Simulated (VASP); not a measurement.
# Mg27O26 (a cell with a defect) in VASP: single point with PBE

Aim: the single point of Mg27O26 (a cell with a defect) with PBE.

Program: VASP 6.6.1. These are calculated values, not measurements. Logs are shortened: lines on timing, memory, paths and dates and some standing lists are left out, and cuts for length are marked.

### 1 The cell of the first run

The cell holds a defect, 53 atoms: a = 8.564 Å, b = 8.564 Å, c = 8.564 Å, α = 60.00°, β = 60.00°, γ = 60.00°.

### 2 Single point, PBE (atoms taken out, then relaxed in part)

The input, INCAR:

```
SYSTEM = Mg27O26
  ALGO = Normal
  EDIFF = 1E-6
  ENCUT = 520
  GGA = PE
  GGA_COMPAT = .False.
  ISIF = 2
  ISMEAR = -1
  LASPH = .True.
  LCHARG = .True.
  LELF = .True.
  LREAL = Auto
  LVHAR = .True.
  LWAVE = .False.
  NBANDS = 137
  NELECT = 208.0
  NELM = 120
  PREC = Accurate
  SIGMA = 0.01
```

The input, KPOINTS:

```
k-points
0
Gamma
  3 3 3
  0 0 0
```

The input, POSCAR:

```
Mg27O26
1.0
    0.0000000000      6.0555000000      6.0555000000
    6.0555000000      0.0000000000      6.0555000000
    6.0555000000      6.0555000000      0.0000000000
Mg O
27 26
Direct
   -0.0004535751     -0.0004535751     -0.0004535751
   -0.0114948084     -0.0114948084      0.3448281417
   -0.0004535751     -0.0004535751      0.6680273921
   -0.0114948084      0.3448281417     -0.0114948084
   -0.0114948084      0.3448281417      0.3448281417
   -0.0007206180      0.3340539513      0.6666666667
   -0.0004535751      0.6680273921     -0.0004535751
   -0.0007206180      0.6666666667      0.3340539513
   -0.0007206180      0.6666666667      0.6666666667
    0.3448281417     -0.0114948084     -0.0114948084
    0.3448281417     -0.0114948084      0.3448281417
    0.3340539513     -0.0007206180      0.6666666667
    0.3448281417      0.3448281417     -0.0114948084
    0.3337869085      0.3337869085      0.3337869085
    0.3337869085      0.3337869085      0.6653059413
    0.3340539513      0.6666666667     -0.0007206180
    0.3337869085      0.6653059413      0.3337869085
    0.3340539513      0.6666666667      0.6666666667
    0.6680273921     -0.0004535751     -0.0004535751
    0.6666666667     -0.0007206180      0.3340539513
    0.6666666667     -0.0007206180      0.6666666667
    0.6666666667      0.3340539513     -0.0007206180
    0.6653059413      0.3337869085      0.3337869085
    0.6666666667      0.3340539513      0.6666666667
    0.6666666667      0.6666666667     -0.0007206180
    0.6666666667      0.6666666667      0.3340539513
    0.6666666667      0.6666666667      0.6666666667
    0.1666666667      0.1666666667      0.4936317360
    0.1666666667      0.1666666667      0.8397015973
    0.1666666667      0.4936317360      0.1666666667
    0.1660951637      0.5001905010      0.5001905010
    0.1666666667      0.4936317360      0.8397015973
    0.1666666667      0.8397015973      0.1666666667
    0.1666666667      0.8397015973      0.4936317360
    0.1672381696      0.8331428324      0.8331428324
    0.4936317360      0.1666666667      0.1666666667
    0.5001905010      0.1660951637      0.5001905010
    0.4936317360      0.1666666667      0.8397015973
    0.5001905010      0.5001905010      0.1660951637
    0.5001905010      0.5001905010      0.5001905010
    0.5023465218      0.5023465218      0.8309868116
    0.4936317360      0.8397015973      0.1666666667
    0.5023465218      0.8309868116      0.5023465218
    0.5023465218      0.8309868116      0.8309868116
    0.8397015973      0.1666666667      0.1666666667
    0.8397015973      0.1666666667      0.4936317360
    0.8331428324      0.1672381696      0.8331428324
    0.8397015973      0.4936317360      0.1666666667
    0.8309868116      0.5023465218      0.5023465218
    0.8309868116      0.5023465218      0.8309868116
    0.8331428324      0.8331428324      0.1672381696
    0.8309868116      0.8309868116      0.5023465218
    0.8331428324      0.8331428324      0.8331428324
```

Potentials or basis: VASP PAW PBE potentials, release 64 (Mg, O).

On the command line:

```console
cat potpaw_PBE.64/Mg/POTCAR potpaw_PBE.64/O/POTCAR > POTCAR
mpirun -np 1 vasp_std > vasp.out
```

OUTCAR:

```text
SYSTEM = Mg27O26
   EDIFF = 1E-6
   ENCUT = 520
   GGA = PE
   ISIF = 2
   ISMEAR = -1
   LASPH = .True.
   LREAL = Auto
   NELECT = 208.0
   NELM = 120
   PREC = Accurate

 ion  position               nearest neighbor table
   1  1.000  1.000  1.000-  35 2.02  47 2.02  51 2.02  29 2.02  33 2.02  45 2.02   3 2.84   7 2.84
                            19 2.84   8 2.86  12 2.86  16 2.86   6 2.86  20 2.86  22 2.86  10 2.87
   2  0.989  0.989  0.345-  52 1.91  45 1.99  33 1.99  46 1.99  34 1.99  20 2.76   8 2.76  21 2.76
                             9 2.76   1 2.87  23 2.87  17 2.87   3 2.87   5 3.05  10 3.05  11 3.05
   3  1.000  1.000  0.668-  53 2.02  47 2.02  35 2.02  28 2.02  34 2.02  46 2.02   1 2.84   7 2.84
                            19 2.84  12 2.86   6 2.86  18 2.86  24 2.86  21 2.86   9 2.86  11 2.87
   4  0.989  0.345  0.989-  50 1.91  45 1.99  29 1.99  48 1.99  32 1.99  22 2.76   6 2.76  25 2.76
                             9 2.76   1 2.87  15 2.87  23 2.87   7 2.87   2 3.05  10 3.05  13 3.05
   5  0.989  0.345  0.345-  49 1.91  48 1.99  46 1.99  30 1.99  28 1.99  26 2.76  24 2.76   8 2.76
                             6 2.76  23 2.87   7 2.87   3 2.87  14 2.87   2 3.05  11 3.05  13 3.05
   6  0.999  0.334  0.667-  49 2.01  50 2.01  47 2.02  31 2.02  28 2.06  29 2.06   4 2.76   5 2.76
                            22 2.85  24 2.85  27 2.85   9 2.85   8 2.85   3 2.86   1 2.86  14 2.86
   7  1.000  0.668  1.000-  53 2.02  51 2.02  35 2.02  30 2.02  32 2.02  48 2.02   1 2.84   3 2.84
                            19 2.84  16 2.86   8 2.86  18 2.86  26 2.86  25 2.86   9 2.86  13 2.87
   8  0.999  0.667  0.334-  49 2.01  52 2.01  51 2.02  31 2.02  33 2.06  30 2.06   2 2.76   5 2.76
                            20 2.85  26 2.85  27 2.85   9 2.85   6 2.85   7 2.86   1 2.86  14 2.86
   9  0.999  0.667  0.667-  50 2.01  52 2.01  31 2.02  53 2.02  34 2.06  32 2.06   2 2.76   4 2.76
[... 61 lines left out ...]
  52  0.831  0.831  0.502-   2 1.91  27 1.99  21 2.01   9 2.01   8 2.01  20 2.01
  53  0.833  0.833  0.833-   3 2.02   7 2.02  19 2.02   9 2.02  21 2.02  25 2.02

  LATTYP: Found a face centered cubic cell.
 ALAT       =    12.1110000000

  Lattice vectors:

 A1 = (   0.0000000000,   6.0555000000,   6.0555000000)
 A2 = (   6.0555000000,   0.0000000000,   6.0555000000)
 A3 = (   6.0555000000,   6.0555000000,   0.0000000000)

Analysis of symmetry for initial positions (statically):
=====================================================================
 Subroutine PRICEL returns:
 Original cell was already a primitive cell.

 Routine SETGRP: Setting up the symmetry group for a
 face centered cubic supercell.

 Subroutine GETGRP returns: Found 48 space group operations
 (whereof  6 operations were pure point group operations)
 out of a pool of 48 trial point group operations.

The static configuration has the point symmetry C_3v.
 The point group associated with its full space group is O_h .

Analysis of symmetry for dynamics (positions and initial velocities):
=====================================================================
 Subroutine PRICEL returns:
 Original cell was already a primitive cell.

 Routine SETGRP: Setting up the symmetry group for a
 face centered cubic supercell.

 Subroutine GETGRP returns: Found 48 space group operations
 (whereof  6 operations were pure point group operations)
 out of a pool of 48 trial point group operations.

The dynamic configuration has the point symmetry C_3v.
 The point group associated with its full space group is O_h .

 Subroutine INISYM returns: Found 48 space group operations
 (whereof  6 operations are pure point group operations),
 and found     1 'primitive' translations

----------------------------------------------------------------------------------------

                                     Primitive cell

  volume of cell :     444.0992

  direct lattice vectors                    reciprocal lattice vectors
     0.000000000  6.055500000  6.055500000    -0.082569565  0.082569565  0.082569565
     6.055500000  0.000000000  6.055500000     0.082569565 -0.082569565  0.082569565
     6.055500000  6.055500000  0.000000000     0.082569565  0.082569565 -0.082569565

  length of vectors
     8.563770227  8.563770227  8.563770227     0.143014681  0.143014681  0.143014681

  position of ions in fractional coordinates (direct lattice)
     0.999546425  0.999546425  0.999546425
     0.988505192  0.988505192  0.344828142
     0.999546425  0.999546425  0.668027392
     0.988505192  0.344828142  0.988505192
     0.988505192  0.344828142  0.344828142
     0.999279382  0.334053951  0.666666667
[... 45 lines left out ...]
     0.830986812  0.830986812  0.502346522
     0.833142832  0.833142832  0.833142832

  ion indices of the primitive-cell ions
   primitive index   ion index
                 1           1
                 2           2
                 3           3
                 4           4
                 5           5
                 6           6
[... 45 lines left out ...]
                52          52
                53          53

----------------------------------------------------------------------------------------

 KPOINTS: k-points

Automatic generation of k-mesh.
 Grid dimensions read from file:
 generate k-points for:    3    3    3

 Generating k-lattice:

  Cartesian coordinates                     Fractional coordinates (reciprocal lattice)
    -0.027523188  0.027523188  0.027523188     0.333333333  0.000000000  0.000000000
     0.027523188 -0.027523188  0.027523188     0.000000000  0.333333333  0.000000000
     0.027523188  0.027523188 -0.027523188     0.000000000  0.000000000  0.333333333

  Length of vectors
     0.047671560  0.047671560  0.047671560

  Shift w.r.t. Gamma in fractional coordinates (k-lattice)
     0.000000000  0.000000000  0.000000000

 Subroutine IBZKPT returns following result:
 ===========================================

 Found      4 irreducible k-points:

 Following reciprocal coordinates:
            Coordinates               Weight
  0.000000  0.000000  0.000000      1.000000
  0.333333  0.000000  0.000000      8.000000
  0.333333  0.333333  0.000000      6.000000
 -0.333333  0.333333  0.000000     12.000000
   k-points           NKPTS =      4   k-points in BZ     NKDIM =      4   number of bands    NBANDS=    137
   number of dos      NEDOS =    301   number of ions     NIONS =     53
   total plane-waves  NPLWV = 262144
   dimension x,y,z NGX =    64 NGY =   64 NGZ =   64
   dimension x,y,z NGXF=   128 NGYF=  128 NGZF=  128
   ions per type =              27  26
   NGX,Y,Z   is equivalent  to a cutoff of  12.42, 12.42, 12.42 a.u.
   NGXF,Y,Z  is equivalent  to a cutoff of  24.85, 24.85, 24.85 a.u.
 SYSTEM =  Mg27O26
   PREC   = accura    normal or accurate (medium, high low for compatibility)
   ISTART =      0    job   : 0-new  1-cont  2-samecut
   ICHARG =      2    charge: 1-file 2-atom 10-const
   ISPIN  =      1    spin polarized calculation?
   LNONCOLLINEAR =      F non collinear calculations
   LSORBIT =      F    spin-orbit coupling
   LASPH  =      T    aspherical Exc in radial PAW
   ENCUT  =  520.0 eV  38.22 Ry    6.18 a.u.  15.92 15.92 15.92*2*pi/ulx,y,z
   NELM   =    120;   NELMIN=  2; NELMDL= -5     # of ELM steps
   EDIFF  = 0.1E-05   stopping-criterion for ELM
   LREAL  =      T    real-space projection
   EDIFFG = 0.1E-04   stopping-criterion for IOM
   NSW    =      0    number of steps for IOM
   IBRION =     -1    ionic relax: 0-MD 1-quasi-New 2-CG
   NFREE  =      0    steps in history (QN), initial steepest desc. (CG)
   ISIF   =      2    stress and relaxation
   ISYM   =      2    0-nonsym 1-usesym 2-fastsym
   POTIM  = 0.5000    time-step for ionic-motion
   TEBEG  =    0.0;   TEEND  =   0.0 temperature during run
   PSTRESS=    0.0 pullay stress
   NELECT =     208.0000    total number of electrons
   NUPDOWN=      -1.0000    fix difference up-down
   EMIN   =  10.00;   EMAX   =-10.00  energy-range for DOS
   EFERMI =   0.00;   METHOD = LEGACY
   ISMEAR =    -1;   SIGMA  =   0.01  broadening in eV -4-tet -1-fermi 0-gaus
   EFERMI_NEDOS =   21; number of points for ismear=-14 and -15
   IALGO  =     38    algorithm
   IMIX   =      4    mixing-type and parameters
     AMIX     =   0.40;   BMIX     =  1.00
     AMIX_MAG =   1.60;   BMIX_MAG =  1.00
  volume/ion in A,a.u.               =       8.38        56.55
  Fermi-wavevector in a.u.,A,eV,Ry     =   1.271362  2.402526 21.991935  1.616362
  Thomas-Fermi vector in A             =   2.404299
   LORBIT       =      0    0 simple, 1 ext, 2 COOP (PROOUT), +10 PAW based schemes
   GGA     = PE    functional components
   LHFCALC =     F    Hartree Fock is set to
   AEXX    =    0.0000 exact exchange contribution
   IVDW    =     0    specifies the selected vdW correction
   LEPSILON=     F    determine dielectric tensor
   LRPA    =     F    only Hartree local field effects (RPA)
 non-spin polarized calculation
  energy-cutoff  :      520.00
  volume of cell :      444.10
 maximum number of plane-waves:     12039
   NGX = 31   NGY = 31   NGZ = 31

 number of electron     207.9999983 magnetization

 Free energy of the ion-electron system (eV)
  ---------------------------------------------------
  ext. energy  EPLUGINS =         0.00000000
  ---------------------------------------------------
  free energy    TOTEN  =      -316.24378681 eV

  energy without entropy =     -316.24378681  energy(sigma->0) =     -316.24378681

 E-fermi :   4.3958     XC(G=0): -11.5287

 val. band max:        4.0912266299   @ k =   0.0000   0.0000   0.0000
 cond. band min:       6.0165204098   @ k =   0.0000   0.0000   0.0000
 fundamental gap:      1.9252937800
 Fermi energy:         4.3957564026

 k-point     1 :       0.0000    0.0000    0.0000
  band No.  band energies     occupation
      1     -13.7620      2.00000
      2     -12.7554      2.00000
      3     -12.7554      2.00000
      4     -12.7554      2.00000
      5     -12.6786      2.00000
      6     -12.6786      2.00000
[... 465 lines left out ...]
    115      13.7869      0.00000
    116      13.9136      0.00000
 [bands above 116 left out]

------------------------ aborting loop because EDIFF is reached ----------------------------------------

  FORCE on cell =-STRESS in cart. coord.  units (eV):
  Direction    XX          YY          ZZ          XY          YZ          ZX
  --------------------------------------------------------------------------------------
  -------------------------------------------------------------------------------------
  Total       72.6850362     72.6850362     72.6850362     -0.0000000      0.0000000      0.0000000
  in kB      262.2258926    262.2258926    262.2258926     -0.0000000      0.0000000      0.0000000
  external PRESSURE =     262.2258926 kB  Pullay stress =       0.0000000 kB

 VOLUME and BASIS-vectors are now :
 -----------------------------------------------------------------------------
  energy-cutoff  :      520.00
  volume of cell :      444.10
      direct lattice vectors                 reciprocal lattice vectors
     0.000000000  6.055500000  6.055500000    -0.082569565  0.082569565  0.082569565
     6.055500000  0.000000000  6.055500000     0.082569565 -0.082569565  0.082569565
     6.055500000  6.055500000  0.000000000     0.082569565  0.082569565 -0.082569565

 POSITION                                       TOTAL-FORCE (eV/Angst)
 -----------------------------------------------------------------------------------
     12.10551     12.10551     12.10551        -0.001585     -0.001585     -0.001585
      8.07400      8.07400     11.97179         0.000000      0.000000     -0.017610
     10.09799     10.09799     12.10551         0.001585      0.001585     -0.001585
      8.07400     11.97179      8.07400         0.000000     -0.017610     -0.000000
      4.17621      8.07400      8.07400         0.017610      0.000000     -0.000000
      6.05986     10.08814      8.07400         0.015026     -0.015026     -0.000000
[... 45 lines left out ...]
      8.07400      8.07400     10.06408         0.000000      0.000000      0.005377
     10.09019     10.09019     10.09019         0.006952      0.006952      0.006952
 -----------------------------------------------------------------------------------
    total drift:                                0.000087      0.000088      0.000088

  FREE ENERGIE OF THE ION-ELECTRON SYSTEM (eV)
  ---------------------------------------------------
  free  energy   TOTEN  =      -316.2437868124 eV

  energy  without entropy=     -316.2437868124  energy(sigma->0) =     -316.24378681
```

Run time: 15 min. Hardware: 1 thread of Oxide Virtual Turin-like, shared host; peak memory 0.58 GiB.

Results:

| Item | Value |
| --- | --- |
| Free energy | -316.2438 eV |
| Largest force | 0.021 eV/Å |

Forces on the atoms (eV/Å):
```
Mg  -0.002 -0.002 -0.002
Mg   0.000  0.000 -0.018
Mg   0.002  0.002 -0.002
Mg   0.000 -0.018  0.000
Mg   0.018  0.000  0.000
Mg   0.015 -0.015  0.000
Mg   0.002 -0.002  0.002
Mg   0.015  0.000 -0.015
Mg   0.000 -0.015 -0.015
Mg  -0.018  0.000  0.000
Mg   0.000  0.018  0.000
Mg  -0.015  0.015  0.000
Mg   0.000  0.000  0.018
Mg   0.002  0.002  0.002
Mg  -0.002 -0.002  0.002
Mg  -0.015  0.000  0.015
Mg  -0.002  0.002 -0.002
Mg   0.000  0.015  0.015
Mg  -0.002  0.002  0.002
Mg   0.000  0.015 -0.015
Mg  -0.015  0.000 -0.015
Mg   0.000 -0.015  0.015
Mg   0.002 -0.002 -0.002
Mg   0.015  0.000  0.015
Mg  -0.015 -0.015  0.000
Mg   0.015  0.015  0.000
Mg   0.000  0.000  0.000
O   -0.001 -0.001  0.000
O    0.001  0.001  0.000
O   -0.001  0.000 -0.001
O   -0.007  0.007  0.007
O    0.000  0.001 -0.001
O    0.001  0.000  0.001
O    0.000 -0.001  0.001
O    0.007 -0.007 -0.007
O    0.000 -0.001 -0.001
O    0.007 -0.007  0.007
O    0.001  0.000 -0.001
O    0.007  0.007 -0.007
O   -0.007 -0.007 -0.007
O    0.000  0.000 -0.005
O    0.001 -0.001  0.000
O    0.000 -0.005  0.000
O    0.005  0.000  0.000
O    0.000  0.001  0.001
O   -0.001  0.000  0.001
O   -0.007  0.007 -0.007
O   -0.001  0.001  0.000
O   -0.005  0.000  0.000
O    0.000  0.005  0.000
O   -0.007 -0.007  0.007
O    0.000  0.000  0.005
O    0.007  0.007  0.007
```

Levels at points of the mesh, in eV from the Fermi level:
```tsv
k point	band 100	band 101	band 102	band 103	band 104	band 105	band 106	band 107	band 108	band 109
(0.00, 0.00, 0.00)	-0.78	-0.78	-0.30	-0.30	-0.30	1.62	6.29	7.45	7.45	7.45
```

Caveat: the cell carries a net charge on a neutralising background, which shifts energy and pressure; the cell differs from its parent crystal (atoms taken out, then relaxed in part); the cell is charged against a uniform background, so pressure and absolute levels hang on convention.
